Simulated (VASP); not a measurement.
Write the native input for VASP 6.6.1 that does the following.

```yaml
Task: relaxation of cell and atoms
Functional: PBEsol
Potentials_or_basis: VASP PAW PBE potentials, release 64 (Li_sv, Cl)
Cutoff: 600 eV
k_mesh: 8 × 8 × 8
Occupations: fermi-dirac, width 0.02 eV
Spin: no spin polarisation
Dipole_correction: no
Further_INCAR_settings: ALGO = Normal; EDIFF = 1e-06; IBRION = 2; EDIFFG = -0.005; NSW = 80; ISIF = 3
```

The structure of LiCl lies in POSCAR:

```
LiCl
1.0
    0.0000000000      2.7574202021      2.7574202021
    2.7574202021      0.0000000000      2.7574202021
    2.7574202021      2.7574202021      0.0000000000
Li Cl
1 1
Direct
    0.0000000000      0.0000000000      0.0000000000
    0.2500000000      0.2500000000      0.2500000000
```

The input as run:

INCAR

```
SYSTEM = LiCl
ALGO = Normal
EDIFF = 1E-6
EDIFFG = -0.005
ENCUT = 600
GGA = PS
IBRION = 2
ISIF = 3
ISMEAR = -1
LASPH = .True.
LCHARG = .False.
LREAL = .False.
LWAVE = .False.
NELM = 60
NSW = 80
PREC = Accurate
SIGMA = 0.02
```

KPOINTS

```
k-points
0
Gamma
  8 8 8
  0 0 0
```

Potentials or basis: VASP PAW PBE potentials, release 64 (Li_sv, Cl).

Launch:

```console
$ cat potpaw_PBE.64/Li_sv/POTCAR potpaw_PBE.64/Cl/POTCAR > POTCAR
$ mpirun -np 1 vasp_std > vasp.out
```

It gave:

```
Relaxed volume                        : 20.12 Å³/atom
Relaxed cell                          : a = 3.847 Å, b = 3.847 Å, c = 3.847 Å, α = 60.00°, β = 60.00°, γ = 60.00°
Space group after relaxing (to 0.1 Å) : F-43m (No. 216)
Energy gained by relaxing             : 2.7 meV/atom
Ionic steps                           : 4
Pressure after relaxing               : 0.0 GPa
Band gap on the k mesh                : 5.89 eV
```

Caveat: the cutoff is under 1.25 times the usual one of these potentials, so pressure, stress and relaxed cells hold a basis-set (Pulay) error; the PAW data sets were made with another functional, which shifts forces and pressure a little.

Run time: 37 s on 1 thread of Intel Xeon 8259CL, with other jobs on the host, peak memory 0.18 GiB.
